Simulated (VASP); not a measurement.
Input of a VASP 6.6.1 run:

The input POSCAR:

```
TiSe2
1.0
    3.5614073773      0.0000000000      0.0000000000
   -1.7807036886      3.0842692620      0.0000000000
    0.0000000000      0.0000000000      6.3120909010
Ti Se
1 2
Direct
    0.0000000000      0.0000000000      0.0000000000
    0.3333333333      0.6666666667      0.2403943924
    0.6666666667      0.3333333333      0.7596056076
```

INCAR.step1

```
  PREC = Accurate
  ENCUT = 550
  ISMEAR = 0
  SIGMA = 0.1
  LREAL = F
  LASPH = T
  NELM = 120
  NBANDS = 19
  GGA = PE
  ALGO = Normal
  EDIFF = 1E-5
  LWAVE = T
  LCHARG = F
  GGA_COMPAT = F
```

The input INCAR.step2:

```
  PREC = Accurate
  ENCUT = 550
  EDIFF = 1E-6
  ISMEAR = 0
  SIGMA = 0.1
  LREAL = F
  LASPH = T
  NELM = 120
  ALGO = Normal
  ISIF = 2
  LWAVE = F
  LCHARG = F
  METAGGA = R2SCAN
  LMIXTAU = T
  NBANDS = 19
  ISTART = 1
  GGA_COMPAT = F
```

Contents of KPOINTS:

```
Automatic mesh
0
Gamma
  15 15 8
```

Potentials or basis: VASP PAW PBE potentials, release 64 (Ti_sv, Se).

Command:

```bash
$ cat potpaw_PBE.64/Ti_sv/POTCAR potpaw_PBE.64/Se/POTCAR > POTCAR
$ cp INCAR.step1 INCAR
$ mpirun -np 1 vasp_std > vasp.out
$ cp INCAR.step2 INCAR
$ mpirun -np 1 vasp_std > vasp.out
```

Predict the largest force.

0.017 eV/Å.

Estimate the band gap on the k mesh.

zero (band 12 reaches 4.30 eV, above the bottom of band 13 at 4.04 eV).

What does it give for the pressure?

0.2 GPa.

Forces in eV/Å, atoms in the order of the input:
```
Ti   0.000  0.000  0.000
Se   0.000  0.000  0.017
Se   0.000  0.000 -0.017
```

Caveat: the PAW data sets were made with another functional, which shifts forces and pressure a little.
